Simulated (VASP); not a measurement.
Set up this calculation in VASP 6.6.1, as the native input.

```
Task                   : relaxation of cell and atoms
Functional             : PBEsol
Potentials or basis    : VASP PAW PBE potentials, release 64 (Zr_sv, H)
Cutoff                 : 600 eV
k mesh                 : 14 × 14 × 8
Occupations            : gaussian, width 0.1 eV
Spin                   : no spin polarisation
Dipole correction      : no
Further INCAR settings : ALGO = Normal; EDIFF = 1e-06; IBRION = 2; EDIFFG = -0.005; NSW = 100; ISIF = 3
```

The structure of ZrH lies in POSCAR:

```
ZrH
1.0
    3.2427916985      0.0000000000      0.0000000000
    0.0000000000      3.2427916985      0.0000000000
    0.0000000000      0.0000000000      4.9480000000
Zr H
2 2
Direct
    0.0000000000      0.5000000000      0.0000000000
    0.5000000000      0.0000000000      0.5000000000
    0.0000000000      0.0000000000      0.7500000000
    0.0000000000      0.0000000000      0.2500000000
```

These files were run (other wordings do the same):

INCAR

```
SYSTEM = ZrH
PREC = Accurate
ENCUT = 600
EDIFF = 1E-6
ISMEAR = 0
SIGMA = 0.1
LREAL = .FALSE.
LASPH = .TRUE.
NELM = 80
ALGO = Normal
ISIF = 3
LWAVE = .FALSE.
LCHARG = .FALSE.
GGA = PS
IBRION = 2
NSW = 100
EDIFFG = -0.005
```

KPOINTS

```
Automatic mesh
0
G
  14 14 8
  0 0 0
```

Potentials or basis: VASP PAW PBE potentials, release 64 (Zr_sv, H).

The run is started by

```bash
$ cat potpaw_PBE.64/Zr_sv/POTCAR potpaw_PBE.64/H/POTCAR > POTCAR
$ mpirun -np 1 vasp_std > vasp.out
```

It gave:

| Item | Value |
| --- | --- |
| Relaxed volume | 12.71 Å³/atom |
| Relaxed cell | a = 3.191 Å, b = 3.191 Å, c = 4.992 Å, α = 90.00°, β = 90.00°, γ = 90.00° |
| Space group after relaxing (to 0.1 Å) | P4_2/mmc (No. 131) |
| Energy gained by relaxing | 3.6 meV/atom |
| Ionic steps | 6 |
| Pressure after relaxing | 0.0 GPa |
| Band gap on the k mesh | zero (bands 13 and 14 overlap by 0.91 eV) |

Caveat: the PAW data sets were made with another functional, which shifts forces and pressure a little.

Wall time 12 min on 1 thread of Intel Xeon 8259CL, with other jobs on the host, peak memory 0.32 GiB.
